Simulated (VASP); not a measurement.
# MoS2 (P6_3/mmc) in VASP: notebook

The runs below take MoS2 through single point, with PBE.

All numbers are computed with VASP 6.6.1; they aren't measurements. Logs are shortened: lines on timing, memory, paths and dates and some standing lists are left out, and cuts for length are marked.

**1. The cell of the first run**

It takes space group P6_3/mmc (No. 194, hexagonal). The conventional cell has a = 3.098 Å, b = 3.098 Å, c = 12.295 Å, α = 90.00°, β = 90.00°, γ = 120.00°. Mo (site symmetry -6m2) has 6 S at 2.34 Å and 6 Mo at 3.10 Å within 3.1 Å. S (site symmetry 3m) has 3 Mo at 2.34 Å and 7 S at 3.01 to 3.10 Å within 3.1 Å.

**2. Single point, PBE (equal xx and yy strain of -2 %)**

The input, INCAR:

```
PREC     = Accurate       # precision mode
ENCUT    = 520            # plane-wave cutoff, eV
EDIFF    = 1E-6           # SCF threshold, eV
ISMEAR   = -1             # smearing method
SIGMA    = 0.03           # smearing width, eV
LREAL    = False          # projectors in reciprocal space
LASPH    = True           # aspherical terms in the spheres
NELM     = 80             # most SCF steps
ALGO     = Normal         # electronic algorithm
ISIF     = 2              # what is computed and relaxed
LWAVE    = False          # write WAVECAR
LCHARG   = False          # write CHGCAR
GGA      = PE             # functional
NBANDS   = 35             # bands
```

The input, KPOINTS:

```
regular mesh
0
Gamma
  10 10 3
```

The input, POSCAR:

```
MoS2
1.0
    3.0977815696      0.0000000000      0.0000000000
   -1.5488907848      2.6827575346      0.0000000000
    0.0000000000      0.0000000000     12.2950000000
Mo S
2 4
Direct
    0.3333333333      0.6666666667      0.2500000000
    0.6666666667      0.3333333333      0.7500000000
    0.3333333333      0.6666666667      0.6275000000
    0.6666666667      0.3333333333      0.1275000000
    0.3333333333      0.6666666667      0.8725000000
    0.6666666667      0.3333333333      0.3725000000
```

Potentials or basis: VASP PAW PBE potentials, release 64 (Mo_sv, S).

Run with:

```console
$ cat potpaw_PBE.64/Mo_sv/POTCAR potpaw_PBE.64/S/POTCAR > POTCAR
$ mpirun -np 1 vasp_std > vasp.out
```

OUTCAR:

```text
PREC = Accurate
   ENCUT = 520
   EDIFF = 1E-6
   ISMEAR = -1
   LREAL = False
   LASPH = True
   NELM = 80
   ISIF = 2
   GGA = PE

 ion  position               nearest neighbor table
   1  0.333  0.667  0.250-   4 2.34   6 2.34   4 2.34   6 2.34   4 2.34   6 2.34
   2  0.667  0.333  0.750-   3 2.34   5 2.34   3 2.34   5 2.34   3 2.34   5 2.34
   3  0.333  0.667  0.627-   2 2.34   2 2.34   2 2.34
   4  0.667  0.333  0.127-   1 2.34   1 2.34   1 2.34
   5  0.333  0.667  0.873-   2 2.34   2 2.34   2 2.34
   6  0.667  0.333  0.373-   1 2.34   1 2.34   1 2.34

  LATTYP: Found a hexagonal cell.
 ALAT       =     3.0977815696
 C/A-ratio  =     3.9689693168

  Lattice vectors:

 A1 = (   3.0977815696,   0.0000000000,   0.0000000000)
 A2 = (  -1.5488907848,   2.6827575346,   0.0000000000)
 A3 = (   0.0000000000,   0.0000000000,  12.2950000000)

Analysis of symmetry for initial positions (statically):
=====================================================================
 Subroutine PRICEL returns:
 Original cell was already a primitive cell.

 Routine SETGRP: Setting up the symmetry group for a
 hexagonal supercell.

 Subroutine GETGRP returns: Found 24 space group operations
 (whereof 12 operations were pure point group operations)
 out of a pool of 24 trial point group operations.

The static configuration has the point symmetry D_3d.
 The point group associated with its full space group is D_6h.

Analysis of symmetry for dynamics (positions and initial velocities):
=====================================================================
 Subroutine PRICEL returns:
 Original cell was already a primitive cell.

 Routine SETGRP: Setting up the symmetry group for a
 hexagonal supercell.

 Subroutine GETGRP returns: Found 24 space group operations
 (whereof 12 operations were pure point group operations)
 out of a pool of 24 trial point group operations.

The dynamic configuration has the point symmetry D_3d.
 The point group associated with its full space group is D_6h.

 Subroutine INISYM returns: Found 24 space group operations
 (whereof 12 operations are pure point group operations),
 and found     1 'primitive' translations

----------------------------------------------------------------------------------------

                                     Primitive cell

  volume of cell :     102.1788

[... 97 lines left out ...]
   LREAL  =      F    real-space projection
   EDIFFG = 0.1E-04   stopping-criterion for IOM
   NSW    =      0    number of steps for IOM
   IBRION =     -1    ionic relax: 0-MD 1-quasi-New 2-CG
   NFREE  =      0    steps in history (QN), initial steepest desc. (CG)
   ISIF   =      2    stress and relaxation
   ISYM   =      2    0-nonsym 1-usesym 2-fastsym
   POTIM  = 0.5000    time-step for ionic-motion
   TEBEG  =    0.0;   TEEND  =   0.0 temperature during run
   PSTRESS=    0.0 pullay stress
   NELECT =      52.0000    total number of electrons
   NUPDOWN=      -1.0000    fix difference up-down
   EMIN   =  10.00;   EMAX   =-10.00  energy-range for DOS
   EFERMI =   0.00;   METHOD = LEGACY
   ISMEAR =    -1;   SIGMA  =   0.03  broadening in eV -4-tet -1-fermi 0-gaus
   EFERMI_NEDOS =   21; number of points for ismear=-14 and -15
   IALGO  =     38    algorithm
   IMIX   =      4    mixing-type and parameters
     AMIX     =   0.40;   BMIX     =  1.00
     AMIX_MAG =   1.60;   BMIX_MAG =  1.00
  volume/ion in A,a.u.               =      17.03       114.92
  Fermi-wavevector in a.u.,A,eV,Ry     =   1.307040  2.469948 23.243577  1.708355
  Thomas-Fermi vector in A             =   2.437802
   LORBIT       =      0    0 simple, 1 ext, 2 COOP (PROOUT), +10 PAW based schemes
   GGA     = PE    functional components
   LHFCALC =     F    Hartree Fock is set to
   AEXX    =    0.0000 exact exchange contribution
   IVDW    =     0    specifies the selected vdW correction
   LEPSILON=     F    determine dielectric tensor
   LRPA    =     F    only Hartree local field effects (RPA)
 non-spin polarized calculation
  energy-cutoff  :      520.00
  volume of cell :      102.18
 maximum number of plane-waves:      2766
 NGX is ok and might be reduce to    24
   NGX = 11   NGY = 11   NGZ = 45

 number of electron      51.9999999 magnetization

 Free energy of the ion-electron system (eV)
  ---------------------------------------------------
  ext. energy  EPLUGINS =         0.00000000
  ---------------------------------------------------
  free energy    TOTEN  =       -43.18859546 eV

  energy without entropy =      -43.18859546  energy(sigma->0) =      -43.18859546

 E-fermi :   8.6421     XC(G=0): -10.9778

 val. band max:        8.1590186850   @ k =   0.0000   0.0000   0.0000
 cond. band min:       9.1801754390   @ k =   0.2000   0.2000   0.0000
 fundamental gap:      1.0211567539
 Fermi energy:         8.6420968549

 k-point     1 :       0.0000    0.0000    0.0000
  band No.  band energies     occupation
      1     -53.3412      2.00000
      2     -53.3412      2.00000
      3     -27.5731      2.00000
      4     -27.5730      2.00000
      5     -27.2727      2.00000
      6     -27.2727      2.00000
[... 901 lines left out ...]
     34      12.1955      0.00000
     35      14.1714      0.00000

 [... further k-points ...]

------------------------ aborting loop because EDIFF is reached ----------------------------------------

  FORCE on cell =-STRESS in cart. coord.  units (eV):
  Direction    XX          YY          ZZ          XY          YZ          ZX
  --------------------------------------------------------------------------------------
  -------------------------------------------------------------------------------------
  Total        9.4990512      9.4990512     11.9276274      0.0000000      0.0000000      0.0000000
  in kB      148.9464180    148.9464180    187.0268244      0.0000000      0.0000000      0.0000000
  external PRESSURE =     161.6398868 kB  Pullay stress =       0.0000000 kB

 VOLUME and BASIS-vectors are now :
 -----------------------------------------------------------------------------
  energy-cutoff  :      520.00
  volume of cell :      102.18
      direct lattice vectors                 reciprocal lattice vectors
     3.097781570  0.000000000  0.000000000     0.322811657  0.186375397  0.000000000
    -1.548890785  2.682757535  0.000000000     0.000000000  0.372750794  0.000000000
     0.000000000  0.000000000 12.295000000     0.000000000  0.000000000  0.081333876

 POSITION                                       TOTAL-FORCE (eV/Angst)
 -----------------------------------------------------------------------------------
     -0.00000      1.78851      3.07375        -0.000000      0.000000      0.000000
      1.54889      0.89425      9.22125         0.000000     -0.000000      0.000000
     -0.00000      1.78851      7.71511         0.000000      0.000000     -1.715932
      1.54889      0.89425      1.56761        -0.000000      0.000000     -1.715932
     -0.00000      1.78851     10.72739        -0.000000     -0.000000      1.715932
      1.54889      0.89425      4.57989        -0.000000     -0.000000      1.715932
 -----------------------------------------------------------------------------------
    total drift:                               -0.000000      0.000000     -0.000000

  FREE ENERGIE OF THE ION-ELECTRON SYSTEM (eV)
  ---------------------------------------------------
  free  energy   TOTEN  =       -43.1885954583 eV

  energy  without entropy=      -43.1885954575  energy(sigma->0) =      -43.18859546
```

OSZICAR:

```text
N       E                     dE             d eps       ncg     rms          rms(c)
DAV:   1     0.457361544856E+03    0.45736E+03   -0.29613E+04  2168   0.142E+03
DAV:   2    -0.229917440584E+02   -0.48035E+03   -0.46416E+03  2373   0.373E+02
DAV:   3    -0.454212193363E+02   -0.22429E+02   -0.22056E+02  2421   0.746E+01
DAV:   4    -0.458305560406E+02   -0.40934E+00   -0.40835E+00  2330   0.104E+01
DAV:   5    -0.458384131110E+02   -0.78571E-02   -0.78553E-02  2334   0.144E+00    0.411E+01
DAV:   6    -0.437002722180E+02    0.21381E+01   -0.10089E+01  2128   0.206E+01    0.141E+01
DAV:   7    -0.434536722328E+02    0.24660E+00   -0.39024E+00  2050   0.123E+01    0.918E+00
DAV:   8    -0.431864698631E+02    0.26720E+00   -0.69521E-01  2121   0.573E+00    0.308E+00
DAV:   9    -0.431953607663E+02   -0.88909E-02   -0.79419E-02  2296   0.138E+00    0.145E+00
DAV:  10    -0.431887607178E+02    0.66000E-02   -0.33003E-02  2184   0.118E+00    0.356E-01
DAV:  11    -0.431886667987E+02    0.93919E-04   -0.20397E-03  2204   0.291E-01    0.121E-01
DAV:  12    -0.431885747310E+02    0.92068E-04   -0.26241E-04  2226   0.719E-02    0.543E-02
DAV:  13    -0.431885949406E+02   -0.20210E-04   -0.12399E-04  2167   0.490E-02    0.219E-02
DAV:  14    -0.431885954583E+02   -0.51770E-06   -0.57196E-06  1965   0.121E-02
   1 F= -.43188595E+02 E0= -.43188595E+02  d E =-.781087E-09
```

Wall time 82 s (1 thread of Intel Xeon Platinum 8488C (Sapphire Rapids), shared host); peak memory 0.26 GiB.

What came out:

| Quantity | Value |
| --- | --- |
| Free energy | -43.1886 eV |
| Pressure | 16.2 GPa |
| Largest force | 1.716 eV/Å |
| Band gap on the k mesh | 1.02 eV (least direct gap 2.06 eV) |

Forces in eV/Å, atoms in the order of the input:
```
Mo   0.000  0.000  0.000
Mo   0.000  0.000  0.000
S    0.000  0.000 -1.716
S    0.000  0.000 -1.716
S    0.000  0.000  1.716
S    0.000  0.000  1.716
```

Stress tensor (GPa, compression positive):
```
14.89  0.00  0.00
 0.00 14.89  0.00
 0.00  0.00 18.70
```

Caveat: the cell differs from its parent crystal (equal xx and yy strain of -2 %); the cell stands under pressure; an odd mesh through Γ misses points on the zone boundary, where band edges can lie; this functional lacks dispersion, which binds the layers, so the pressure and a relaxed spacing across them are unreliable; forces of over 1 eV/Å act on the atoms, so gaps and moduli don't describe the material at rest.

(Part 1 of 2 ends here.)
